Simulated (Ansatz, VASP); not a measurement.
## Two plane-wave programs on SnO

```
Sn O
1.0
     4.15660    0.00000    0.00000
     0.00000    4.15660    0.00000
     0.00000    0.00000    4.28213
Sn O
2 2
Direct
  0.00000 0.50000 0.24575
  0.50000 0.00000 0.75425
  0.00000 0.00000 0.00000
  0.50000 0.50000 0.00000
```

Alike in both runs: task single point; functional LDA; k mesh 12 × 12 × 10; occupations gaussian, width 0.15 eV; no spin polarisation.

|  | VASP | Ansatz |
| --- | --- | --- |
| version | VASP 6.6.1 | Ansatz 0.2.0 |
| potentials or method | VASP PAW LDA potentials, release 64 (Sn_d, O), cutoff 520 eV | scalar-relativistic, plane waves, PAW |
| valence electrons in the cell | 40 | 40 |

Ansatz gave:

| Property | Result |
| --- | --- |
| gap on the k mesh at the Fermi level (eV) | 0.87 |
| least direct gap on the mesh (eV) | 1.39 |
| pressure (GPa) | -11.1 |
| traceless stress, the component that is largest in VASP (GPa) | 7.86 |
| rms of the force components (eV/Å) | 0.297 |

Q: What did VASP give for the same quantities?

A: gap on the k mesh at the Fermi level (eV): 0.85; least direct gap on the mesh (eV): 1.35; pressure (GPa): -10.9; traceless stress, the component that is largest in VASP (GPa): 7.80; rms of the force components (eV/Å): 0.267.

LDA's correlation is that of Perdew and Zunger in VASP and of Perdew and Wang (1992) in Ansatz. Atom by atom the forces differ by 0.029 eV/Å (rms over components).
